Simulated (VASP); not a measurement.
A run of VASP 6.6.1:

INCAR

```
ALGO = Normal
EDIFF = 1E-6
ENCUT = 500
GGA = PE
GGA_COMPAT = F
ISIF = 2
ISMEAR = 1
LASPH = T
LCHARG = T
LELF = T
LREAL = F
LVHAR = T
LWAVE = F
NBANDS = 9
NELM = 120
PREC = Accurate
SIGMA = 0.1
```

File KPOINTS:

```
k-points
0
Gamma
  11 11 11
```

File POSCAR:

```
Se
1.0
    1.8585670654      1.0730439366      0.8512401293
   -1.8585670654      1.0730439366      0.8512401293
    0.0000000000     -2.1460888386      0.8512401293
Se
1
Direct
    0.0000000000      0.0000000000      0.0000000000
```

Potentials or basis: VASP PAW PBE potentials, release 64 (Se).

The run is started by

```bash
$ cat potpaw_PBE.64/Se/POTCAR > POTCAR
$ mpirun -np 1 vasp_std > vasp.out
```

Hardware: 1 thread of Intel Xeon 8259CL, with other jobs on the host.

**Question.** Estimate the wall time of this run.

**Answer.** It took 14 s on 1 thread of Intel Xeon 8259CL (shared host), peak memory 0.1 GiB. Counts: scf iterations 10, k points 146.
